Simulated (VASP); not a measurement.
# SiC (F-43m) in VASP: further runs

Runs on SiC. Level: PBE. Tasks: single point, relaxation of cell and atoms.

Everything below comes from runs of VASP 6.6.1. Logs are shortened: lines on timing, memory, paths and dates and some standing lists are left out, and cuts for length are marked.

**What was measured.**

From “Insight into the structural, elastic and electronic properties of a new orthorhombic 6O-SiC polytype”, 2020, pmc:7200658, for a bulk crystal of SiC: band gap 2.4 eV (indirect).

How close the calculation comes is told below.

**1. The cell of the first run**

The structure is cubic, space group F-43m (No. 216). Conventional cell: a = 4.379 Å, b = 4.379 Å, c = 4.379 Å, α = 90.00°, β = 90.00°, γ = 90.00°. Within 2.5 Å of Si (site symmetry -43m) lie 4 C at 1.90 Å. C (site symmetry -43m) has 4 Si at 1.90 Å within 2.5 Å.

**2. Single point, PBE**

INCAR

```
SYSTEM = SiC
ALGO = Normal
EDIFF = 1E-6
ENCUT = 520
GGA = PE
ISIF = 2
ISMEAR = 0
LASPH = .TRUE.
LCHARG = .FALSE.
LREAL = .FALSE.
LWAVE = .FALSE.
NBANDS = 11
NELM = 80
PREC = Accurate
SIGMA = 0.02
```

KPOINTS

```
k-points
0
G
  12 12 12
  0 0 0
```

POSCAR

```
SiC
1.0
    0.0000000000      2.1897251583      2.1897251583
    2.1897251583      0.0000000000      2.1897251583
    2.1897251583      2.1897251583      0.0000000000
Si C
1 1
Direct
    0.0000000000      0.0000000000      0.0000000000
    0.7500000000      0.7500000000      0.7500000000
```

Potentials or basis: VASP PAW PBE potentials, release 64 (Si, C).

Launch:

```bash
$ cat potpaw_PBE.64/Si/POTCAR potpaw_PBE.64/C/POTCAR > POTCAR
$ mpirun -np 1 vasp_std > vasp.out
```

OUTCAR:

```text
SYSTEM = SiC
   EDIFF = 1E-6
   ENCUT = 520
   GGA = PE
   ISIF = 2
   ISMEAR = 0
   LASPH = .TRUE.
   LREAL = .FALSE.
   NELM = 80
   PREC = Accurate

 ion  position               nearest neighbor table
   1  0.000  0.000  0.000-   2 1.90   2 1.90   2 1.90   2 1.90
   2  0.750  0.750  0.750-   1 1.90   1 1.90   1 1.90   1 1.90

  LATTYP: Found a face centered cubic cell.
 ALAT       =     4.3794503166

  Lattice vectors:

 A1 = (   0.0000000000,   2.1897251583,   2.1897251583)
 A2 = (   2.1897251583,   0.0000000000,   2.1897251583)
 A3 = (   2.1897251583,   2.1897251583,   0.0000000000)

Analysis of symmetry for initial positions (statically):
=====================================================================
 Subroutine PRICEL returns:
 Original cell was already a primitive cell.

 Routine SETGRP: Setting up the symmetry group for a
 face centered cubic supercell.

 Subroutine GETGRP returns: Found 24 space group operations
 (whereof 24 operations were pure point group operations)
 out of a pool of 48 trial point group operations.

The static configuration has the point symmetry T_d .

Analysis of symmetry for dynamics (positions and initial velocities):
=====================================================================
 Subroutine PRICEL returns:
 Original cell was already a primitive cell.

 Routine SETGRP: Setting up the symmetry group for a
 face centered cubic supercell.

 Subroutine GETGRP returns: Found 24 space group operations
 (whereof 24 operations were pure point group operations)
 out of a pool of 48 trial point group operations.

The dynamic configuration has the point symmetry T_d .

 Subroutine INISYM returns: Found 24 space group operations
 (whereof 24 operations are pure point group operations),
 and found     1 'primitive' translations

----------------------------------------------------------------------------------------

                                     Primitive cell

  volume of cell :      20.9990

  direct lattice vectors                    reciprocal lattice vectors
     0.000000000  2.189725158  2.189725158    -0.228339159  0.228339159  0.228339159
     2.189725158  0.000000000  2.189725158     0.228339159 -0.228339159  0.228339159
     2.189725158  2.189725158  0.000000000     0.228339159  0.228339159 -0.228339159

  length of vectors
     3.096739017  3.096739017  3.096739017     0.395495024  0.395495024  0.395495024

  position of ions in fractional coordinates (direct lattice)
     0.000000000  0.000000000  0.000000000
     0.750000000  0.750000000  0.750000000

  ion indices of the primitive-cell ions
   primitive index   ion index
                 1           1
                 2           2

----------------------------------------------------------------------------------------

 KPOINTS: k-points

Automatic generation of k-mesh.
 Grid dimensions read from file:
 generate k-points for:   12   12   12

 Generating k-lattice:

  Cartesian coordinates                     Fractional coordinates (reciprocal lattice)
    -0.019028263  0.019028263  0.019028263     0.083333333  0.000000000  0.000000000
     0.019028263 -0.019028263  0.019028263     0.000000000  0.083333333  0.000000000
     0.019028263  0.019028263 -0.019028263     0.000000000  0.000000000  0.083333333

  Length of vectors
     0.032957919  0.032957919  0.032957919

  Shift w.r.t. Gamma in fractional coordinates (k-lattice)
     0.000000000  0.000000000  0.000000000

 Subroutine IBZKPT returns following result:
 ===========================================

 Found     72 irreducible k-points:

 Following reciprocal coordinates:
            Coordinates               Weight
  0.000000  0.000000  0.000000      1.000000
  0.083333  0.000000  0.000000      8.000000
  0.166667  0.000000  0.000000      8.000000
  0.250000  0.000000  0.000000      8.000000
  0.333333  0.000000  0.000000      8.000000
  0.416667  0.000000  0.000000      8.000000
[... 16 lines left out ...]
  0.500000  0.166667  0.000000     24.000000
 -0.416667  0.166667  0.000000     24.000000
 [... further k-points ...]
   k-points           NKPTS =     72   k-points in BZ     NKDIM =     72   number of bands    NBANDS=     11
   number of dos      NEDOS =    301   number of ions     NIONS =      2
   total plane-waves  NPLWV =  13824
   dimension x,y,z NGX =    24 NGY =   24 NGZ =   24
   dimension x,y,z NGXF=    48 NGYF=   48 NGZF=   48
   ions per type =               1   1
   NGX,Y,Z   is equivalent  to a cutoff of  12.88, 12.88, 12.88 a.u.
   NGXF,Y,Z  is equivalent  to a cutoff of  25.77, 25.77, 25.77 a.u.
 SYSTEM =  SiC
   PREC   = accura    normal or accurate (medium, high low for compatibility)
   ISTART =      0    job   : 0-new  1-cont  2-samecut
   ICHARG =      2    charge: 1-file 2-atom 10-const
   ISPIN  =      1    spin polarized calculation?
   LNONCOLLINEAR =      F non collinear calculations
   LSORBIT =      F    spin-orbit coupling
   LASPH  =      T    aspherical Exc in radial PAW
   ENCUT  =  520.0 eV  38.22 Ry    6.18 a.u.   5.76  5.76  5.76*2*pi/ulx,y,z
   NELM   =     80;   NELMIN=  2; NELMDL= -5     # of ELM steps
   EDIFF  = 0.1E-05   stopping-criterion for ELM
   LREAL  =      F    real-space projection
   EDIFFG = 0.1E-04   stopping-criterion for IOM
   NSW    =      0    number of steps for IOM
   IBRION =     -1    ionic relax: 0-MD 1-quasi-New 2-CG
   NFREE  =      0    steps in history (QN), initial steepest desc. (CG)
   ISIF   =      2    stress and relaxation
   ISYM   =      2    0-nonsym 1-usesym 2-fastsym
   POTIM  = 0.5000    time-step for ionic-motion
   TEBEG  =    0.0;   TEEND  =   0.0 temperature during run
   PSTRESS=    0.0 pullay stress
   NELECT =       8.0000    total number of electrons
   NUPDOWN=      -1.0000    fix difference up-down
   EMIN   =  10.00;   EMAX   =-10.00  energy-range for DOS
   EFERMI =   0.00;   METHOD = LEGACY
   ISMEAR =     0;   SIGMA  =   0.02  broadening in eV -4-tet -1-fermi 0-gaus
   EFERMI_NEDOS =   21; number of points for ismear=-14 and -15
   IALGO  =     38    algorithm
   IMIX   =      4    mixing-type and parameters
     AMIX     =   0.40;   BMIX     =  1.00
     AMIX_MAG =   1.60;   BMIX_MAG =  1.00
  volume/ion in A,a.u.               =      10.50        70.85
  Fermi-wavevector in a.u.,A,eV,Ry     =   1.186785  2.242698 19.163229  1.408458
  Thomas-Fermi vector in A             =   2.322950
   LORBIT       =      0    0 simple, 1 ext, 2 COOP (PROOUT), +10 PAW based schemes
   GGA     = PE    functional components
   LHFCALC =     F    Hartree Fock is set to
   AEXX    =    0.0000 exact exchange contribution
   IVDW    =     0    specifies the selected vdW correction
   LEPSILON=     F    determine dielectric tensor
   LRPA    =     F    only Hartree local field effects (RPA)
 non-spin polarized calculation
 Gauss-broadening in eV      SIGMA  =   0.02
  energy-cutoff  :      520.00
  volume of cell :       21.00
 maximum number of plane-waves:       588
   NGX = 11   NGY = 11   NGZ = 11

 number of electron       8.0000001 magnetization

 Free energy of the ion-electron system (eV)
  ---------------------------------------------------
  ext. energy  EPLUGINS =         0.00000000
  ---------------------------------------------------
  free energy    TOTEN  =       -15.06096383 eV

  energy without entropy =      -15.06096383  energy(sigma->0) =      -15.06096383

 E-fermi :   8.0672     XC(G=0): -11.2921

 val. band max:        7.9424068511   @ k =   0.0000   0.0000   0.0000
 cond. band min:       9.3128429957   @ k =   0.5000   0.5000   0.0000
 fundamental gap:      1.3704361446
 Fermi energy:         8.0672273153

 k-point     1 :       0.0000    0.0000    0.0000
  band No.  band energies     occupation
      1      -7.3457      2.00000
      2       7.9424      2.00000
      3       7.9424      2.00000
      4       7.9424      2.00000
      5      14.0038      0.00000
      6      15.1482      0.00000
      7      15.1482      0.00000
      8      15.1482      0.00000
      9      22.3633      0.00000
     10      22.3633      0.00000
     11      24.1953      0.00000

 k-point     2 :       0.0833    0.0000    0.0000
  band No.  band energies     occupation
      1      -7.2115      2.00000
      2       7.2165      2.00000
      3       7.8478      2.00000
      4       7.8478      2.00000
      5      14.2578      0.00000
      6      15.2888      0.00000
      7      15.3225      0.00000
      8      15.3225      0.00000
      9      21.6291      0.00000
     10      21.6291      0.00000
     11      24.2032      0.00000

 k-point     3 :       0.1667    0.0000    0.0000
  band No.  band energies     occupation
      1      -6.8129      2.00000
      2       5.5820      2.00000
      3       7.6137      2.00000
      4       7.6137      2.00000
      5      14.1519      0.00000
      6      15.6644      0.00000
      7      15.6644      0.00000
      8      16.1591      0.00000
      9      20.8486      0.00000
     10      20.8486      0.00000
     11      23.4918      0.00000

 k-point     4 :       0.2500    0.0000    0.0000
  band No.  band energies     occupation
      1      -6.1647      2.00000
      2       3.6769      2.00000
      3       7.3386      2.00000
      4       7.3386      2.00000
      5      13.8018      0.00000
      6      15.7592      0.00000
      7      15.7592      0.00000
      8      17.1648      0.00000
      9      20.9810      0.00000
     10      20.9810      0.00000
     11      22.9557      0.00000

 k-point     5 :       0.3333    0.0000    0.0000
  band No.  band energies     occupation
      1      -5.3063      2.00000
      2       1.8139      2.00000
      3       7.1018      2.00000
      4       7.1018      2.00000
      5      13.4977      0.00000
      6      15.5116      0.00000
      7      15.5116      0.00000
      8      17.7529      0.00000
      9      22.1176      0.00000
     10      22.1176      0.00000
     11      23.0524      0.00000
[... 211 lines left out ...]
 k-point    21 :       0.3333    0.1667    0.0000
  band No.  band energies     occupation
      1      -5.4424      2.00000
      2       3.1917      2.00000
      3       6.1511      2.00000
      4       6.2156      2.00000
      5      12.8049      0.00000
      6      15.4274      0.00000
      7      16.8100      0.00000
      8      17.4900      0.00000
      9      20.4544      0.00000
     10      23.9559      0.00000
     11      25.5969      0.00000

 k-point    22 :       0.4167    0.1667    0.0000
  band No.  band energies     occupation
      1      -4.5522      2.00000
      2       1.5397      2.00000
      3       5.6373      2.00000
      4       6.1251      2.00000
      5      12.6818      0.00000
      6      15.7484      0.00000
      7      17.1442      0.00000
      8      17.3082      0.00000
      9      21.2896      0.00000
     10      25.0993      0.00000
     11      25.6895      0.00000

 k-point    23 :       0.5000    0.1667    0.0000
  band No.  band energies     occupation
      1      -3.6898      2.00000
      2       0.2387      2.00000
      3       5.1843      2.00000
      4       6.2045      2.00000
      5      12.7376      0.00000
      6      15.6538      0.00000
      7      16.7208      0.00000
      8      18.4515      0.00000
      9      21.7769      0.00000
     10      25.0989      0.00000
     11      25.9821      0.00000

 k-point    24 :      -0.4167    0.1667    0.0000
  band No.  band energies     occupation
      1      -3.5140      2.00000
      2       0.0048      2.00000
      3       4.8754      2.00000
      4       6.4405      2.00000
      5      13.0394      0.00000
      6      15.5601      0.00000
      7      16.4081      0.00000
      8      18.9819      0.00000
      9      22.4915      0.00000
     10      23.2171      0.00000
     11      25.9417      0.00000

 [... further k-points ...]
[... 5 lines left out ...]
  --------------------------------------------------------------------------------------
  -------------------------------------------------------------------------------------
  Total       -0.0010670     -0.0010670     -0.0010670      0.0000000      0.0000000     -0.0000000
  in kB       -0.0814121     -0.0814121     -0.0814121      0.0000000      0.0000000     -0.0000000
  external PRESSURE =      -0.0814121 kB  Pullay stress =       0.0000000 kB

 VOLUME and BASIS-vectors are now :
 -----------------------------------------------------------------------------
  energy-cutoff  :      520.00
  volume of cell :       21.00
      direct lattice vectors                 reciprocal lattice vectors
     0.000000000  2.189725158  2.189725158    -0.228339159  0.228339159  0.228339159
     2.189725158  0.000000000  2.189725158     0.228339159 -0.228339159  0.228339159
     2.189725158  2.189725158  0.000000000     0.228339159  0.228339159 -0.228339159

 POSITION                                       TOTAL-FORCE (eV/Angst)
 -----------------------------------------------------------------------------------
      0.00000      0.00000      0.00000         0.000000      0.000000      0.000000
      3.28459      3.28459      3.28459        -0.000000     -0.000000     -0.000000
 -----------------------------------------------------------------------------------
    total drift:                               -0.000000     -0.000000     -0.000000

  FREE ENERGIE OF THE ION-ELECTRON SYSTEM (eV)
  ---------------------------------------------------
  free  energy   TOTEN  =       -15.0609638331 eV

  energy  without entropy=      -15.0609638331  energy(sigma->0) =      -15.06096383
```

Wall time 6.1 s (1 thread of AMD EPYC 9R45 (Zen 5), shared host); peak memory 0.11 GiB.

What came out:

| Property | Result |
| --- | --- |
| Free energy | -15.0610 eV |
| Pressure | 0.0 GPa |
| Band gap on the k mesh | 1.37 eV, indirect (least direct gap 4.53 eV) |

Levels at points of the mesh, in eV from the valence-band top:
```csv
k point,band 2,band 3,band 4,band 5,band 6,band 7
"(0.00, 0.00, 0.00)",0.00,0.00,0.00,6.06,7.21,7.21
"(0.50, 0.00, 0.00)",-8.45,-1.05,-1.05,5.30,7.17,7.17
"(0.50, 0.50, 0.00)",-7.75,-3.16,-3.16,1.37,4.27,13.86
```

(Continued in part 2 of 2.)
